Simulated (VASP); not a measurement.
Wanted: the native input for a VASP 6.6.1 run.

- Task: single point
- Functional: PBEsol
- Potentials or basis: VASP PAW PBE potentials, release 64 (Be, S)
- Cutoff: 520 eV
- k mesh: 10 × 10 × 10
- Occupations: gaussian, width 0.05 eV
- Spin: no spin polarisation
- Dipole correction: no
- Further INCAR settings: ALGO = Normal; EDIFF = 1e-06; NBANDS = 11

The structure of BeS lies in POSCAR:

```
BeS
1.0
    0.0000000000      2.3361484847      2.4908289633
    2.4908289633      0.0000000000      2.4908289633
    2.4908289633      2.3361484847      0.0000000000
Be S
1 1
Direct
    0.0000000000      0.0000000000      0.0000000000
    0.7500000000      0.7500000000      0.7500000000
```

This cell differs from its parent crystal: volume 14.494 Å^3 an atom, c/a of the conventional cell 0.9379.

The input as run:

INCAR

```
  PREC = Accurate
  ENCUT = 520
  EDIFF = 1E-6
  ISMEAR = 0
  SIGMA = 0.05
  LREAL = False
  LASPH = True
  NELM = 100
  ALGO = Normal
  ISIF = 2
  LWAVE = False
  LCHARG = False
  GGA = PS
  NBANDS = 11
```

KPOINTS

```
regular mesh
0
Gamma
  10 10 10
```

Potentials or basis: VASP PAW PBE potentials, release 64 (Be, S).

Launch:

```console
$ cat potpaw_PBE.64/Be/POTCAR potpaw_PBE.64/S/POTCAR > POTCAR
$ mpirun -np 1 vasp_std > vasp.out
```

It gave:

```
Pressure               : -2.1 GPa
Band gap on the k mesh : 2.47 eV, indirect (least direct gap 5.35 eV)
```

Caveat: the PAW data sets were made with another functional, which shifts forces and pressure a little.

Wall time 24 s on 1 thread of AMD EPYC 7R13 Processor (Zen 3), with other jobs on the host, peak memory 0.14 GiB.
